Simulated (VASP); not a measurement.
Write the native input for VASP 6.6.1 that does the following.

```yaml
Task: single point
Functional: PBE
Potentials_or_basis: VASP PAW PBE potentials, release 64 (Mn_pv, O)
Cutoff: 520 eV
k_mesh: 10 × 10 × 10
Occupations: gaussian, width 0.025 eV
Spin: collinear spin, ferromagnetic start
Starting_moments: "[4.0, 0.0] μB"
Dipole_correction: no
Further_INCAR_settings: ALGO = Normal; EDIFF = 1e-06; NBANDS = 20
```

The structure of MnO lies in POSCAR:

```
MnO
1.0
    0.0000000000      2.2239077028      2.2239077028
    2.2239077028      0.0000000000      2.2239077028
    2.2239077028      2.2239077028      0.0000000000
Mn O
1 1
Direct
    0.0000000000      0.0000000000      0.0000000000
    0.5000000000      0.5000000000      0.5000000000
```

The input as run:

INCAR

```
SYSTEM = MnO
  PREC = Accurate
  ENCUT = 520
  EDIFF = 1E-6
  ISMEAR = 0
  SIGMA = 0.025
  LREAL = .FALSE.
  LASPH = .TRUE.
  NELM = 150
  ALGO = Normal
  ISIF = 2
  LWAVE = .FALSE.
  LCHARG = .FALSE.
  ISPIN = 2
  MAGMOM = 4 0
  LORBIT = 11
  LMAXMIX = 4
  GGA = PE
  NBANDS = 20
```

KPOINTS

```
Automatic mesh
0
G
  10 10 10
  0 0 0
```

Potentials or basis: VASP PAW PBE potentials, release 64 (Mn_pv, O).

Run with:

```bash
$ cat potpaw_PBE.64/Mn_pv/POTCAR potpaw_PBE.64/O/POTCAR > POTCAR
$ mpirun -np 1 vasp_std > vasp.out
```

It gave:

```json
{
 "Pressure": "0.4 GPa",
 "Net moment": "4.80 μB per cell",
 "Site moments": "Mn +4.36; O +0.21 μB",
 "Valence electrons inside the program's atomic spheres": "Mn 11.35; O 4.98"
}
```

Caveat: a cell with one magnetic atom can't hold antiferromagnetic order, which such compounds often take.

It took 46 s on 1 thread of Intel Xeon 8259CL (shared host), peak memory 0.16 GiB.
